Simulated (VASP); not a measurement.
Input of a VASP 6.6.1 run:

POSCAR

```
CrCuSO
1.0
    3.8082793000      0.0000000000      0.0000000000
    0.0000000000      3.8082793000      0.0000000000
    0.0000000000      0.0000000000      8.6141907600
Cu S Cr O
2 2 2 2
Direct
    0.7500000000      0.2500000000      0.5000000000
    0.2500000000      0.7500000000      0.5000000000
    0.2500000000      0.2500000000      0.3442000000
    0.7500000000      0.7500000000      0.6558000000
    0.2500000000      0.7500000000      0.0000000000
    0.7500000000      0.2500000000      0.0000000000
    0.2500000000      0.2500000000      0.9256000000
    0.7500000000      0.7500000000      0.0744000000
```

Contents of INCAR.step1:

```
SYSTEM = CrCuSO
ALGO = Normal
EDIFF = 1E-7
ENCUT = 520
GGA = PE
ISIF = 2
ISMEAR = -1
ISPIN = 2
LASPH = .TRUE.
LCHARG = .TRUE.
LDAU = .TRUE.
LDAUJ = 0 0 0 0
LDAUL = 2 -1 2 -1
LDAUPRINT = 1
LDAUTYPE = 2
LDAUU = 5.94 0 4.57 0
LMAXMIX = 4
LREAL = .FALSE.
LWAVE = .FALSE.
MAGMOM = 1 -1 0 0 3 -3 0 0
NBANDS = 49
NELM = 150
PREC = Accurate
SIGMA = 0.1
```

File KPOINTS.step1:

```
k-points
0
G
  5 5 2
  0 0 0
```

File INCAR.step2:

```
SYSTEM = CrCuSO
ALGO = Normal
EDIFF = 1E-7
ENCUT = 520
GGA = PE
ICHARG = 11
ISIF = 2
ISMEAR = -5
ISPIN = 2
LASPH = .TRUE.
LCHARG = .FALSE.
LDAU = .TRUE.
LDAUJ = 0 0 0 0
LDAUL = 2 -1 2 -1
LDAUPRINT = 1
LDAUTYPE = 2
LDAUU = 5.94 0 4.57 0
LMAXMIX = 4
LORBIT = 11
LREAL = .FALSE.
LWAVE = .FALSE.
MAGMOM = 1 -1 0 0 3 -3 0 0
NBANDS = 49
NEDOS = 1001
NELM = 150
PREC = Accurate
SIGMA = 0.1
```

Contents of KPOINTS.step2:

```
k-points
0
G
  8 8 3
  0 0 0
```

Potentials or basis: VASP PAW PBE potentials, release 64 (Cu, S, Cr_pv, O).

Command:

```console
$ cat potpaw_PBE.64/Cu/POTCAR potpaw_PBE.64/S/POTCAR potpaw_PBE.64/Cr_pv/POTCAR potpaw_PBE.64/O/POTCAR > POTCAR
$ cp INCAR.step1 INCAR
$ cp KPOINTS.step1 KPOINTS
$ mpirun -np 1 vasp_std > vasp.out
$ cp INCAR.step2 INCAR
$ cp KPOINTS.step2 KPOINTS
$ mpirun -np 1 vasp_std > vasp.out
```

(1) What does it give for the site moments?

(2) Estimate the net moment.

Answers

(1) Cu +0.01, -0.01; S +0.00; Cr +3.60, -3.60; O +0.00 μB.

(2) 0.00 μB per cell.

Caveat: the k points lie up to 0.36 Å⁻¹ apart.
